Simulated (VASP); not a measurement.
# Pd (Fd-3m) in VASP: single point with PBE

Aim: the single point of Pd with PBE.

All numbers are computed with VASP 6.6.1; they aren't measurements. Logs are shortened: lines on timing, memory, paths and dates and some standing lists are left out, and cuts for length are marked.

## (1) The cell of the first run

Symmetry: Fd-3m, No. 227, cubic system. The conventional cell has a = 5.808 Å, b = 5.808 Å, c = 5.808 Å, α = 90.00°, β = 90.00°, γ = 90.00°. Within 3.3 Å of Pd (site symmetry -43m) lie 4 Pd at 2.52 Å.

This isn't the form of Pd at room conditions, which is fcc.

## (2) Single point, PBE

INCAR reads:

```
PREC = Accurate ; ENCUT = 520
EDIFF = 1E-7 ; ISMEAR = -1
SIGMA = 0.13605693000000002 ; LREAL = False
LASPH = True ; NELM = 100
ALGO = Normal ; ISIF = 2
LWAVE = False ; LCHARG = False
GGA = PE ; NBANDS = 17
```

KPOINTS reads:

```
regular mesh
0
Gamma
  8 8 8
```

POSCAR reads:

```
Pd
1.0
    0.0000000000      2.9041952756      2.9041952756
    2.9041952756      0.0000000000      2.9041952756
    2.9041952756      2.9041952756      0.0000000000
Pd
2
Direct
    0.0000000000      0.0000000000      0.0000000000
    0.2500000000      0.2500000000      0.2500000000
```

Potentials or basis: VASP PAW PBE potentials, release 64 (Pd).

Started as:

```sh
cat potpaw_PBE.64/Pd/POTCAR > POTCAR
mpirun -np 1 vasp_std > vasp.out
```

OUTCAR:

```text
PREC = Accurate
   ENCUT = 520
   EDIFF = 1E-7
   ISMEAR = -1
   LREAL = False
   LASPH = True
   NELM = 100
   ISIF = 2
   GGA = PE

 ion  position               nearest neighbor table
   1  0.000  0.000  0.000-   2 2.52   2 2.52   2 2.52   2 2.52
   2  0.250  0.250  0.250-   1 2.52   1 2.52   1 2.52   1 2.52

  LATTYP: Found a face centered cubic cell.
 ALAT       =     5.8083905512

  Lattice vectors:

 A1 = (   0.0000000000,   2.9041952756,   2.9041952756)
 A2 = (   2.9041952756,   0.0000000000,   2.9041952756)
 A3 = (   2.9041952756,   2.9041952756,   0.0000000000)

Analysis of symmetry for initial positions (statically):
=====================================================================
 Subroutine PRICEL returns:
 Original cell was already a primitive cell.

 Routine SETGRP: Setting up the symmetry group for a
 face centered cubic supercell.

 Subroutine GETGRP returns: Found 48 space group operations
 (whereof 24 operations were pure point group operations)
 out of a pool of 48 trial point group operations.

The static configuration has the point symmetry T_d .
 The point group associated with its full space group is O_h .

Analysis of symmetry for dynamics (positions and initial velocities):
=====================================================================
 Subroutine PRICEL returns:
 Original cell was already a primitive cell.

 Routine SETGRP: Setting up the symmetry group for a
 face centered cubic supercell.

 Subroutine GETGRP returns: Found 48 space group operations
 (whereof 24 operations were pure point group operations)
 out of a pool of 48 trial point group operations.

The dynamic configuration has the point symmetry T_d .
 The point group associated with its full space group is O_h .

 Subroutine INISYM returns: Found 48 space group operations
 (whereof 24 operations are pure point group operations),
 and found     1 'primitive' translations

----------------------------------------------------------------------------------------

                                     Primitive cell

  volume of cell :      48.9900

  direct lattice vectors                    reciprocal lattice vectors
     0.000000000  2.904195276  2.904195276    -0.172164732  0.172164732  0.172164732
     2.904195276  0.000000000  2.904195276     0.172164732 -0.172164732  0.172164732
     2.904195276  2.904195276  0.000000000     0.172164732  0.172164732 -0.172164732

  length of vectors
     4.107152347  4.107152347  4.107152347     0.298198062  0.298198062  0.298198062

  position of ions in fractional coordinates (direct lattice)
     0.000000000  0.000000000  0.000000000
     0.250000000  0.250000000  0.250000000

  ion indices of the primitive-cell ions
   primitive index   ion index
                 1           1
                 2           2

----------------------------------------------------------------------------------------

 KPOINTS: regular mesh

Automatic generation of k-mesh.
 Grid dimensions read from file:
 generate k-points for:    8    8    8

 Generating k-lattice:

  Cartesian coordinates                     Fractional coordinates (reciprocal lattice)
    -0.021520591  0.021520591  0.021520591     0.125000000  0.000000000  0.000000000
     0.021520591 -0.021520591  0.021520591     0.000000000  0.125000000  0.000000000
     0.021520591  0.021520591 -0.021520591     0.000000000  0.000000000  0.125000000

  Length of vectors
     0.037274758  0.037274758  0.037274758

  Shift w.r.t. Gamma in fractional coordinates (k-lattice)
     0.000000000  0.000000000  0.000000000

 Subroutine IBZKPT returns following result:
 ===========================================

 Found     29 irreducible k-points:

 Following reciprocal coordinates:
            Coordinates               Weight
  0.000000  0.000000  0.000000      1.000000
  0.125000  0.000000  0.000000      8.000000
  0.250000  0.000000  0.000000      8.000000
  0.375000  0.000000  0.000000      8.000000
  0.500000  0.000000  0.000000      4.000000
  0.125000  0.125000  0.000000      6.000000
[... 16 lines left out ...]
  0.500000  0.250000  0.125000     48.000000
 -0.375000  0.250000  0.125000     24.000000
 [... further k-points ...]
   k-points           NKPTS =     29   k-points in BZ     NKDIM =     29   number of bands    NBANDS=     17
   number of dos      NEDOS =    301   number of ions     NIONS =      2
   total plane-waves  NPLWV =  32768
   dimension x,y,z NGX =    32 NGY =   32 NGZ =   32
   dimension x,y,z NGXF=    64 NGYF=   64 NGZF=   64
   ions per type =               2
   NGX,Y,Z   is equivalent  to a cutoff of  12.95, 12.95, 12.95 a.u.
   NGXF,Y,Z  is equivalent  to a cutoff of  25.91, 25.91, 25.91 a.u.
 SYSTEM =  unknown system
   PREC   = accura    normal or accurate (medium, high low for compatibility)
   ISTART =      0    job   : 0-new  1-cont  2-samecut
   ICHARG =      2    charge: 1-file 2-atom 10-const
   ISPIN  =      1    spin polarized calculation?
   LNONCOLLINEAR =      F non collinear calculations
   LSORBIT =      F    spin-orbit coupling
   LASPH  =      T    aspherical Exc in radial PAW
   ENCUT  =  520.0 eV  38.22 Ry    6.18 a.u.   7.64  7.64  7.64*2*pi/ulx,y,z
   NELM   =    100;   NELMIN=  2; NELMDL= -5     # of ELM steps
   EDIFF  = 0.1E-06   stopping-criterion for ELM
   LREAL  =      F    real-space projection
   EDIFFG = 0.1E-05   stopping-criterion for IOM
   NSW    =      0    number of steps for IOM
   IBRION =     -1    ionic relax: 0-MD 1-quasi-New 2-CG
   NFREE  =      0    steps in history (QN), initial steepest desc. (CG)
   ISIF   =      2    stress and relaxation
   ISYM   =      2    0-nonsym 1-usesym 2-fastsym
   POTIM  = 0.5000    time-step for ionic-motion
   TEBEG  =    0.0;   TEEND  =   0.0 temperature during run
   PSTRESS=    0.0 pullay stress
   NELECT =      20.0000    total number of electrons
   NUPDOWN=      -1.0000    fix difference up-down
   EMIN   =  10.00;   EMAX   =-10.00  energy-range for DOS
   EFERMI =   0.00;   METHOD = LEGACY
   ISMEAR =    -1;   SIGMA  =   0.14  broadening in eV -4-tet -1-fermi 0-gaus
   EFERMI_NEDOS =   21; number of points for ismear=-14 and -15
   IALGO  =     38    algorithm
   IMIX   =      4    mixing-type and parameters
     AMIX     =   0.40;   BMIX     =  1.00
     AMIX_MAG =   1.60;   BMIX_MAG =  1.00
  volume/ion in A,a.u.               =      24.50       165.30
  Fermi-wavevector in a.u.,A,eV,Ry     =   1.214458  2.294992 20.067331  1.474907
  Thomas-Fermi vector in A             =   2.349877
   LORBIT       =      0    0 simple, 1 ext, 2 COOP (PROOUT), +10 PAW based schemes
   GGA     = PE    functional components
   LHFCALC =     F    Hartree Fock is set to
   AEXX    =    0.0000 exact exchange contribution
   IVDW    =     0    specifies the selected vdW correction
   LEPSILON=     F    determine dielectric tensor
   LRPA    =     F    only Hartree local field effects (RPA)
 non-spin polarized calculation
  energy-cutoff  :      520.00
  volume of cell :       48.99
 maximum number of plane-waves:      1363
   NGX = 15   NGY = 15   NGZ = 15

 number of electron      20.0000002 magnetization

 Free energy of the ion-electron system (eV)
  ---------------------------------------------------
  ext. energy  EPLUGINS =         0.00000000
  ---------------------------------------------------
  free energy    TOTEN  =        -8.33271983 eV

  energy without entropy =       -8.05601665  energy(sigma->0) =       -8.19436824

 E-fermi :   3.9319     XC(G=0):  -9.9173

 val. band max:        3.9278537734   @ k =  -0.3750   0.3750   0.1250
 cond. band min:       3.9350534421   @ k =   0.5000   0.0000   0.0000
 fundamental gap:      0.0071996687
 Fermi energy:         3.9318827409

 k-point     1 :       0.0000    0.0000    0.0000
  band No.  band energies     occupation
      1      -0.5543      2.00000
      2       0.6209      2.00000
      3       0.6209      2.00000
      4       0.7397      2.00000
      5       0.7397      2.00000
      6       0.7397      2.00000
[... 9 lines left out ...]
     16      15.9045      0.00000
     17      15.9045      0.00000

 k-point     2 :       0.1250    0.0000    0.0000
  band No.  band energies     occupation
      1      -0.3360      2.00000
      2       0.4998      2.00000
      3       0.4998      2.00000
      4       0.7459      2.00000
      5       0.9156      2.00000
      6       0.9156      2.00000
[... 9 lines left out ...]
     16      16.6937      0.00000
     17      17.0337      0.00000

 k-point     3 :       0.2500    0.0000    0.0000
  band No.  band energies     occupation
      1       0.1996      2.00000
      2       0.4527      2.00000
      3       0.4527      2.00000
      4       0.8054      2.00000
      5       1.0492      2.00000
      6       1.0492      2.00000
[... 9 lines left out ...]
     16      16.8848      0.00000
     17      16.9259      0.00000

 k-point     4 :       0.3750    0.0000    0.0000
  band No.  band energies     occupation
      1       0.5287      2.00000
      2       0.5287      2.00000
      3       0.5883      2.00000
      4       0.9483      2.00000
      5       0.9836      2.00000
      6       0.9836      2.00000
[... 9 lines left out ...]
     16      16.4902      0.00000
     17      16.4902      0.00000
[... 343 lines left out ...]
      1       0.2166      2.00000
      2       0.4632      2.00000
      3       0.7728      2.00000
      4       0.8508      2.00000
      5       0.9977      2.00000
      6       1.4689      2.00000
[... 9 lines left out ...]
     16      15.4088      0.00000
     17      17.7571      0.00000

 k-point    23 :       0.5000    0.2500    0.1250
  band No.  band energies     occupation
      1       0.2478      2.00000
      2       0.3798      2.00000
      3       0.8602      2.00000
      4       1.0514      2.00000
      5       1.1546      2.00000
      6       1.5057      2.00000
[... 9 lines left out ...]
     16      16.6472      0.00000
     17      17.7326      0.00000

 k-point    24 :      -0.3750    0.2500    0.1250
  band No.  band energies     occupation
      1       0.2478      2.00000
      2       0.3722      2.00000
      3       0.8471      2.00000
      4       1.1461      2.00000
      5       1.2080      2.00000
      6       1.4167      2.00000
[... 9 lines left out ...]
     16      16.7614      0.00000
     17      19.5576      0.00000

 [... further k-points ...]

------------------------ aborting loop because EDIFF is reached ----------------------------------------

  FORCE on cell =-STRESS in cart. coord.  units (eV):
  Direction    XX          YY          ZZ          XY          YZ          ZX
  --------------------------------------------------------------------------------------
  -------------------------------------------------------------------------------------
  Total       -0.0447844     -0.0447844     -0.0447844     -0.0000000      0.0000000     -0.0000000
  in kB       -1.4646360     -1.4646360     -1.4646360     -0.0000000      0.0000000     -0.0000000
  external PRESSURE =      -1.4646360 kB  Pullay stress =       0.0000000 kB

 VOLUME and BASIS-vectors are now :
 -----------------------------------------------------------------------------
  energy-cutoff  :      520.00
  volume of cell :       48.99
      direct lattice vectors                 reciprocal lattice vectors
     0.000000000  2.904195276  2.904195276    -0.172164732  0.172164732  0.172164732
     2.904195276  0.000000000  2.904195276     0.172164732 -0.172164732  0.172164732
     2.904195276  2.904195276  0.000000000     0.172164732  0.172164732 -0.172164732

 POSITION                                       TOTAL-FORCE (eV/Angst)
 -----------------------------------------------------------------------------------
      0.00000      0.00000      0.00000         0.000000      0.000000      0.000000
      1.45210      1.45210      1.45210        -0.000000     -0.000000     -0.000000
 -----------------------------------------------------------------------------------
    total drift:                               -0.000000      0.000000      0.000000

  FREE ENERGIE OF THE ION-ELECTRON SYSTEM (eV)
  ---------------------------------------------------
  free  energy   TOTEN  =        -8.3327198291 eV

  energy  without entropy=       -8.0560166499  energy(sigma->0) =       -8.19436824
```

Run time: 15 s. Hardware: 1 thread of Intel Xeon 8259CL, shared host; peak memory 0.17 GiB.

What came out:

* Free energy: -8.3327 eV
* Pressure: -0.1 GPa
* Band gap on the k mesh: zero (bands 10 and 11 overlap by 0.34 eV)
